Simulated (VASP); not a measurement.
# LiCl (Pm-3m) in VASP: notebook, part 2 of 3

VASP 6.6.1. The steps go on from the part before.

### 3 Single point, PBE (volume changed by -6%)

INCAR reads:

```
SYSTEM = LiCl
PREC = Accurate ; ENCUT = 520
EDIFF = 1E-7 ; ISMEAR = 0
SIGMA = 0.01 ; LREAL = .FALSE.
LASPH = .TRUE. ; NELM = 100
ALGO = Normal ; ISIF = 2
LWAVE = .FALSE. ; LCHARG = .FALSE.
GGA = PE ; NBANDS = 12
```

KPOINTS reads:

```
regular mesh
0
G
  6 6 6
  0 0 0
```

POSCAR reads:

```
LiCl
1.0
    3.2140673587      0.0000000000      0.0000000000
    0.0000000000      3.2140673587      0.0000000000
    0.0000000000      0.0000000000      3.2140673587
Li Cl
1 1
Direct
    0.0000000000      0.0000000000      0.0000000000
    0.5000000000      0.5000000000      0.5000000000
```

Potentials or basis: VASP PAW PBE potentials, release 64 (Li_sv, Cl).

The run is started by

```console
$ cat potpaw_PBE.64/Li_sv/POTCAR potpaw_PBE.64/Cl/POTCAR > POTCAR
$ mpirun -np 1 vasp_std > vasp.out
```

OUTCAR:

```text
SYSTEM = LiCl
   PREC = Accurate
   ENCUT = 520
   EDIFF = 1E-7
   ISMEAR = 0
   LREAL = .FALSE.
   LASPH = .TRUE.
   NELM = 100
   ISIF = 2
   GGA = PE

 ion  position               nearest neighbor table
   1  0.000  0.000  0.000-
   2  0.500  0.500  0.500-

  LATTYP: Found a simple cubic cell.
 ALAT       =     3.2140673587

  Lattice vectors:

 A1 = (   3.2140673587,   0.0000000000,   0.0000000000)
 A2 = (   0.0000000000,   3.2140673587,   0.0000000000)
 A3 = (   0.0000000000,   0.0000000000,   3.2140673587)

Analysis of symmetry for initial positions (statically):
=====================================================================
 Subroutine PRICEL returns:
 Original cell was already a primitive cell.

 Routine SETGRP: Setting up the symmetry group for a
 simple cubic supercell.

 Subroutine GETGRP returns: Found 48 space group operations
 (whereof 48 operations were pure point group operations)
 out of a pool of 48 trial point group operations.

The static configuration has the point symmetry O_h .

Analysis of symmetry for dynamics (positions and initial velocities):
=====================================================================
 Subroutine PRICEL returns:
 Original cell was already a primitive cell.

 Routine SETGRP: Setting up the symmetry group for a
 simple cubic supercell.

 Subroutine GETGRP returns: Found 48 space group operations
 (whereof 48 operations were pure point group operations)
 out of a pool of 48 trial point group operations.

The dynamic configuration has the point symmetry O_h .

 Subroutine INISYM returns: Found 48 space group operations
 (whereof 48 operations are pure point group operations),
 and found     1 'primitive' translations

----------------------------------------------------------------------------------------

                                     Primitive cell

  volume of cell :      33.2021

  direct lattice vectors                    reciprocal lattice vectors
     3.214067359  0.000000000  0.000000000     0.311132247  0.000000000  0.000000000
     0.000000000  3.214067359  0.000000000     0.000000000  0.311132247  0.000000000
     0.000000000  0.000000000  3.214067359     0.000000000  0.000000000  0.311132247

  length of vectors
     3.214067359  3.214067359  3.214067359     0.311132247  0.311132247  0.311132247

  position of ions in fractional coordinates (direct lattice)
     0.000000000  0.000000000  0.000000000
     0.500000000  0.500000000  0.500000000

  ion indices of the primitive-cell ions
   primitive index   ion index
                 1           1
                 2           2

----------------------------------------------------------------------------------------

 KPOINTS: regular mesh

Automatic generation of k-mesh.
 Grid dimensions read from file:
 generate k-points for:    6    6    6

 Generating k-lattice:

  Cartesian coordinates                     Fractional coordinates (reciprocal lattice)
     0.051855375  0.000000000  0.000000000     0.166666667  0.000000000  0.000000000
     0.000000000  0.051855375  0.000000000     0.000000000  0.166666667  0.000000000
     0.000000000  0.000000000  0.051855375     0.000000000  0.000000000  0.166666667

  Length of vectors
     0.051855375  0.051855375  0.051855375

  Shift w.r.t. Gamma in fractional coordinates (k-lattice)
     0.000000000  0.000000000  0.000000000

 Subroutine IBZKPT returns following result:
 ===========================================

 Found     20 irreducible k-points:

 Following reciprocal coordinates:
            Coordinates               Weight
  0.000000  0.000000  0.000000      1.000000
  0.166667  0.000000  0.000000      6.000000
  0.333333  0.000000  0.000000      6.000000
  0.500000  0.000000  0.000000      3.000000
  0.166667  0.166667  0.000000     12.000000
  0.333333  0.166667  0.000000     24.000000
[... 12 lines left out ...]
  0.500000  0.500000  0.333333      6.000000
  0.500000  0.500000  0.500000      1.000000
   k-points           NKPTS =     20   k-points in BZ     NKDIM =     20   number of bands    NBANDS=     12
   number of dos      NEDOS =    301   number of ions     NIONS =      2
   total plane-waves  NPLWV =  13824
   dimension x,y,z NGX =    24 NGY =   24 NGZ =   24
   dimension x,y,z NGXF=    48 NGYF=   48 NGZF=   48
   ions per type =               1   1
   NGX,Y,Z   is equivalent  to a cutoff of  12.41, 12.41, 12.41 a.u.
   NGXF,Y,Z  is equivalent  to a cutoff of  24.83, 24.83, 24.83 a.u.
 SYSTEM =  LiCl
   PREC   = accura    normal or accurate (medium, high low for compatibility)
   ISTART =      0    job   : 0-new  1-cont  2-samecut
   ICHARG =      2    charge: 1-file 2-atom 10-const
   ISPIN  =      1    spin polarized calculation?
   LNONCOLLINEAR =      F non collinear calculations
   LSORBIT =      F    spin-orbit coupling
   LASPH  =      T    aspherical Exc in radial PAW
   ENCUT  =  520.0 eV  38.22 Ry    6.18 a.u.   5.98  5.98  5.98*2*pi/ulx,y,z
   NELM   =    100;   NELMIN=  2; NELMDL= -5     # of ELM steps
   EDIFF  = 0.1E-06   stopping-criterion for ELM
   LREAL  =      F    real-space projection
   EDIFFG = 0.1E-05   stopping-criterion for IOM
   NSW    =      0    number of steps for IOM
   IBRION =     -1    ionic relax: 0-MD 1-quasi-New 2-CG
   NFREE  =      0    steps in history (QN), initial steepest desc. (CG)
   ISIF   =      2    stress and relaxation
   ISYM   =      2    0-nonsym 1-usesym 2-fastsym
   POTIM  = 0.5000    time-step for ionic-motion
   TEBEG  =    0.0;   TEEND  =   0.0 temperature during run
   PSTRESS=    0.0 pullay stress
   NELECT =      10.0000    total number of electrons
   NUPDOWN=      -1.0000    fix difference up-down
   EMIN   =  10.00;   EMAX   =-10.00  energy-range for DOS
   EFERMI =   0.00;   METHOD = LEGACY
   ISMEAR =     0;   SIGMA  =   0.01  broadening in eV -4-tet -1-fermi 0-gaus
   EFERMI_NEDOS =   21; number of points for ismear=-14 and -15
   IALGO  =     38    algorithm
   IMIX   =      4    mixing-type and parameters
     AMIX     =   0.40;   BMIX     =  1.00
     AMIX_MAG =   1.60;   BMIX_MAG =  1.00
  volume/ion in A,a.u.               =      16.60       112.03
  Fermi-wavevector in a.u.,A,eV,Ry     =   1.097370  2.073729 16.384428  1.204222
  Thomas-Fermi vector in A             =   2.233729
   LORBIT       =      0    0 simple, 1 ext, 2 COOP (PROOUT), +10 PAW based schemes
   GGA     = PE    functional components
   LHFCALC =     F    Hartree Fock is set to
   AEXX    =    0.0000 exact exchange contribution
   IVDW    =     0    specifies the selected vdW correction
   LEPSILON=     F    determine dielectric tensor
   LRPA    =     F    only Hartree local field effects (RPA)
 non-spin polarized calculation
 Gauss-broadening in eV      SIGMA  =   0.01
  energy-cutoff  :      520.00
  volume of cell :       33.20
 maximum number of plane-waves:       922
 NGX is ok and might be reduce to    24
   NGX = 11   NGY = 11   NGZ = 11

 number of electron      10.0000000 magnetization

 number of electron       9.9999989 magnetization

 Free energy of the ion-electron system (eV)
  ---------------------------------------------------
  ext. energy  EPLUGINS =         0.00000000
  ---------------------------------------------------
  free energy    TOTEN  =        -6.80662612 eV

  energy without entropy =       -6.80662612  energy(sigma->0) =       -6.80662612

 E-fermi :   2.1009     XC(G=0):  -8.8394

 val. band max:        2.0163242439   @ k =   0.5000   0.5000   0.0000
 cond. band min:       6.6650267262   @ k =   0.0000   0.0000   0.0000
 fundamental gap:      4.6487024823
 Fermi energy:         2.1009087204

 k-point     1 :       0.0000    0.0000    0.0000
  band No.  band energies     occupation
      1     -43.2750      2.00000
      2     -12.4909      2.00000
      3       1.1193      2.00000
      4       1.1193      2.00000
      5       1.1193      2.00000
      6       6.6650      0.00000
      7      10.6031      0.00000
      8      10.6031      0.00000
      9      15.5573      0.00000
     10      15.5573      0.00000
     11      15.5573      0.00000
     12      19.2214      0.00000
[... 271 lines left out ...]
 k-point    20 :       0.5000    0.5000    0.5000
  band No.  band energies     occupation
      1     -43.2654      2.00000
      2     -10.8293      2.00000
      3      -0.6711      2.00000
      4      -0.6711      2.00000
      5      -0.6711      2.00000
      6       7.0577      0.00000
      7       7.0577      0.00000
      8       7.0577      0.00000
      9      14.4025      0.00000
     10      21.3094      0.00000
     11      21.3094      0.00000
     12      21.3094      0.00000

------------------------ aborting loop because EDIFF is reached ----------------------------------------

  FORCE on cell =-STRESS in cart. coord.  units (eV):
  Direction    XX          YY          ZZ          XY          YZ          ZX
  --------------------------------------------------------------------------------------
  -------------------------------------------------------------------------------------
  Total        0.4473712      0.4473712      0.4473712      0.0000000     -0.0000000      0.0000000
  in kB       21.5880620     21.5880620     21.5880620      0.0000000     -0.0000000      0.0000000
  external PRESSURE =      21.5880620 kB  Pullay stress =       0.0000000 kB

 VOLUME and BASIS-vectors are now :
 -----------------------------------------------------------------------------
  energy-cutoff  :      520.00
  volume of cell :       33.20
      direct lattice vectors                 reciprocal lattice vectors
     3.214067359  0.000000000  0.000000000     0.311132247  0.000000000  0.000000000
     0.000000000  3.214067359  0.000000000     0.000000000  0.311132247  0.000000000
     0.000000000  0.000000000  3.214067359     0.000000000  0.000000000  0.311132247

 POSITION                                       TOTAL-FORCE (eV/Angst)
 -----------------------------------------------------------------------------------
      0.00000      0.00000      0.00000         0.000000      0.000000      0.000000
      1.60703      1.60703      1.60703         0.000000      0.000000      0.000000
 -----------------------------------------------------------------------------------
    total drift:                                0.000000     -0.000000     -0.000000

  FREE ENERGIE OF THE ION-ELECTRON SYSTEM (eV)
  ---------------------------------------------------
  free  energy   TOTEN  =        -6.8066261220 eV

  energy  without entropy=       -6.8066261220  energy(sigma->0) =       -6.80662612
```

Wall time 9 s (1 thread of Intel Xeon 6975P-C, shared host); peak memory 0.13 GiB.

What came out:

* Free energy: -6.8066 eV
* Band gap on the k mesh: 4.65 eV, indirect (least direct gap 5.15 eV)

Caveat: the cutoff is under 1.25 times the usual one of these potentials, so pressure, stress and relaxed cells hold a basis-set (Pulay) error. A k mesh can miss the band edges.

(Part 2 of 3 ends here.)
